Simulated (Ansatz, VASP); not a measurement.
Pd: VASP beside Ansatz

```
CELL_PARAMETERS angstrom
2.71703 0.00000 0.00000
-1.35852 2.35302 0.00000
0.00000 0.00000 4.57298
ATOMIC_POSITIONS crystal
Pd 0.33333 0.66667 0.25000
Pd 0.66667 0.33333 0.75000
```

Alike in both runs: functional PBEsol; k mesh 13 × 13 × 7; occupations fermi-dirac, width 0.05 eV; collinear spin.

Ansatz relaxed the structure, and its values are those at the end. VASP's run is a single point on that final structure, the one shown.

```csv
,VASP,Ansatz
version,VASP 6.6.1,Ansatz 0.2.0
potentials or method,"VASP PAW PBE potentials, release 64 (Pd), cutoff 520 eV","plane waves (420 eV) with PAW, scalar-relativistic"
valence electrons in the cell,20,36
```

|  | VASP | Ansatz | Ansatz less VASP |
| --- | --- | --- | --- |
| pressure (GPa) | -0.3 | 0.0 | +0.33 |
| net moment per atom (μB) | 0.00 | 0.00 | 0.000 |

VASP's potentials were made for PBE, not for PBEsol, and Ansatz warns of the same on its side. With one functional, cell and mesh, what is left measures potentials, basis and numerics. VASP's potentials hold 20 valence electrons a cell and Ansatz's 36, so a difference there can come from the potentials and not from the codes. Ansatz's warnings: seeded moment not kept.
